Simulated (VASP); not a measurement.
A run of VASP 6.6.1 is set up as follows.

File INCAR:

```
SYSTEM = PbS
PREC = Accurate ; ENCUT = 600
EDIFF = 1E-7 ; ISMEAR = -1
SIGMA = 0.05 ; LREAL = .False.
LASPH = .True. ; NELM = 60
ALGO = Normal ; ISIF = 3
LWAVE = .False. ; LCHARG = .False.
IBRION = 2 ; NSW = 60
EDIFFG = -0.01
```

KPOINTS

```
regular mesh
0
Gamma
  8 8 7
  0 0 0
```

The input POSCAR:

```
PbS
1.0
    4.0896976867      0.0000000000      0.0000000000
   -2.0448488433      3.5417820905      0.0000000000
    0.0000000000      0.0000000000      3.7881670000
Pb S
1 1
Direct
    0.0000000000      0.0000000000      0.0000000000
    0.6666666667      0.3333333333      0.5000000000
```

Potentials or basis: VASP PAW LDA potentials, release 64 (Pb_d, S).

Command:

```sh
$ cat potpaw_LDA.64/Pb_d/POTCAR potpaw_LDA.64/S/POTCAR > POTCAR
$ mpirun -np 1 vasp_std > vasp.out
```

Q: Predict the space group after relaxing (to 0.1 Å).

A: P-6m2 (No. 187).

Q: What does it give for the band gap on the k mesh?

A: Zero (bands 10 and 11 overlap by 0.35 eV).

Final structure:
```cif
data_structure
_symmetry_space_group_name_H-M 'P 1'
_symmetry_Int_Tables_number 1
_cell_length_a 3.9353
_cell_length_b 3.9353
_cell_length_c 3.7295
_cell_angle_alpha 90.000
_cell_angle_beta 90.000
_cell_angle_gamma 120.000
_cell_volume 50.02
loop_
_atom_site_label
_atom_site_type_symbol
_atom_site_fract_x
_atom_site_fract_y
_atom_site_fract_z
_atom_site_occupancy
Pb1 Pb 0.00000 0.00000 0.00000 1
S1 S 0.66667 0.33333 0.50000 1
```

Caveat: semilocal functionals underestimate gaps, so a narrow gap can read as zero; spin-orbit coupling is left out, which moves the levels of the heavy elements.
